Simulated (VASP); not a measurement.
**AgCl: electric field gradients with LDA**

AgCl:

```
Ag Cl
1.0
     0.00000    2.77315    2.77315
     2.77315    0.00000    2.77315
     2.77315    2.77315    0.00000
Ag Cl
1 1
Direct
  0.50000 0.50000 0.50000
  0.00000 0.00000 0.00000
```

* Program: VASP 6.6.1
* Task: electric field gradients
* Functional: LDA
* Potentials or basis: VASP PAW LDA potentials, release 64 (Ag, Cl)
* Cutoff: 520 eV
* k mesh: 9 × 9 × 9
* Occupations: fermi-dirac, width 0.01 eV
* Spin: no spin polarisation
* Dipole correction: no
* Further INCAR settings: ALGO = Normal; EDIFF = 1e-08; NBANDS = 16

```json
{"Pressure": "-5.6 GPa", "Band gap on the k mesh": "0.69 eV (least direct gap 2.92 eV)", "Largest electric field gradient by atom": "under 0.05 V/Å² on every atom"}
```

Levels at points of the mesh, in eV from the valence-band top:
| k point | band 5 | band 6 | band 7 | band 8 | band 9 | band 10 | band 11 | band 12 | band 13 | band 14 |
| --- | --- | --- | --- | --- | --- | --- | --- | --- | --- | --- |
| (0.00, 0.00, 0.00) | -2.44 | -2.44 | -2.26 | -2.26 | -2.26 | 0.69 | 10.79 | 10.79 | 10.79 | 12.09 |

It took 22 s on 1 thread of Intel(R) Xeon(R) Platinum 8488C (Sapphire Rapids), on a shared host, peak memory 0.15 GiB.

Caveat: the cell stands under tension; semilocal functionals underestimate gaps, and a narrow one can read as zero; an odd mesh through Γ misses points on the zone boundary, where band edges can lie.
